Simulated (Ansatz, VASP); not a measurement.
## Mo: VASP beside Ansatz

```xyz
1
Lattice="-1.5563 1.5563 1.5563 1.5563 -1.5563 1.5563 1.5563 1.5563 -1.5563" Properties=species:S:1:pos:R:3 pbc="T T T"
Mo    0.0000    0.0000    0.0000
```

Alike in both runs: functional LDA; k mesh 8 × 8 × 8; occupations gaussian, width 0.1 eV; no spin polarisation.

Ansatz relaxed the structure, and its values are those at the end. VASP's run is a single point on that final structure, the one shown.

```csv
,VASP,Ansatz
version,VASP 6.6.1,Ansatz 0.2.0
potentials or method,"VASP PAW LDA potentials, release 64 (Mo_sv), cutoff 520 eV","scalar-relativistic, plane waves, PAW"
valence electrons in the cell,14,14
```

```csv
,VASP,Ansatz,Ansatz less VASP
gap on the k mesh at the Fermi level (eV),none,none,-
pressure (GPa),1.2,0.0,-1.16
```

LDA's correlation is that of Perdew and Zunger in VASP and of Perdew and Wang (1992) in Ansatz. A gap of «none» marks a metal or a gap that the smearing closes.
